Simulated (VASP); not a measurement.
Write the native input for VASP 6.6.1 that does the following.

```yaml
Task: density of states
Functional: PBE
Potentials_or_basis: VASP PAW PBE potentials, release 64 (Ta_pv, Si)
Cutoff: 520 eV
k_mesh: 8 × 8 × 8
Occupations: gaussian, width 0.1 eV
Spin: no spin polarisation
Dipole_correction: no
k_mesh_for_the_DOS: 12 × 12 × 12
Occupations_for_the_DOS: tetrahedron
Further_INCAR_settings: ALGO = Normal; EDIFF = 1e-07
```

Crystal: TaSi3.

```
Ta Si
1.0
     0.00000    4.17995    4.17995
     4.17995    0.00000    4.17995
     4.17995    4.17995    0.00000
Ta Si
2 6
Direct
  0.50000 0.50000 0.50000
  0.75000 0.75000 0.75000
  0.20609 0.79391 0.79391
  0.79391 0.20609 0.20609
  0.79391 0.79391 0.20609
  0.20609 0.20609 0.79391
  0.20609 0.79391 0.20609
  0.79391 0.20609 0.79391
```

The input as run:

POSCAR

```
TaSi3
1.0
    0.0000000000      4.1799501344      4.1799501344
    4.1799501344      0.0000000000      4.1799501344
    4.1799501344      4.1799501344      0.0000000000
Ta Si
2 6
Direct
    0.5000000000      0.5000000000      0.5000000000
    0.7500000000      0.7500000000      0.7500000000
    0.2060856513      0.7939143487      0.7939143487
    0.7939143487      0.2060856513      0.2060856513
    0.7939143487      0.7939143487      0.2060856513
    0.2060856513      0.2060856513      0.7939143487
    0.2060856513      0.7939143487      0.2060856513
    0.7939143487      0.2060856513      0.7939143487
```

INCAR.step1

```
  PREC = Accurate
  ENCUT = 520
  EDIFF = 1E-7
  ISMEAR = 0
  SIGMA = 0.1
  LREAL = False
  LASPH = True
  NELM = 80
  ALGO = Normal
  ISIF = 2
  LWAVE = False
  LCHARG = True
  LMAXMIX = 4
  GGA = PE
  NBANDS = 33
```

KPOINTS.step1

```
Automatic mesh
0
Gamma
  8 8 8
```

INCAR.step2

```
  PREC = Accurate
  ENCUT = 520
  EDIFF = 1E-7
  ISMEAR = -5
  SIGMA = 0.1
  LREAL = False
  LASPH = True
  NELM = 80
  ALGO = Normal
  ISIF = 2
  LWAVE = False
  LCHARG = False
  LMAXMIX = 4
  GGA = PE
  LORBIT = 10
  NEDOS = 2001
  ICHARG = 11
```

KPOINTS.step2

```
Automatic mesh
0
Gamma
  12 12 12
```

Potentials or basis: VASP PAW PBE potentials, release 64 (Ta_pv, Si).

Launch:

```sh
$ cat potpaw_PBE.64/Ta_pv/POTCAR potpaw_PBE.64/Si/POTCAR > POTCAR
$ cp INCAR.step1 INCAR
$ cp KPOINTS.step1 KPOINTS
$ mpirun -np 1 vasp_std > vasp.out
$ cp INCAR.step2 INCAR
$ cp KPOINTS.step2 KPOINTS
$ mpirun -np 1 vasp_std > vasp.out
```

Results of the run:

| Quantity | Value |
| --- | --- |
| Valence electrons inside the program's atomic spheres | Ta 9.18, 8.56; Si 1.65 |

Caveat: spin-orbit coupling is left out, which moves the levels of the heavy elements.

Wall time 13 min on 1 thread of AMD EPYC 7R13 (shared host), peak memory 0.43 GiB.
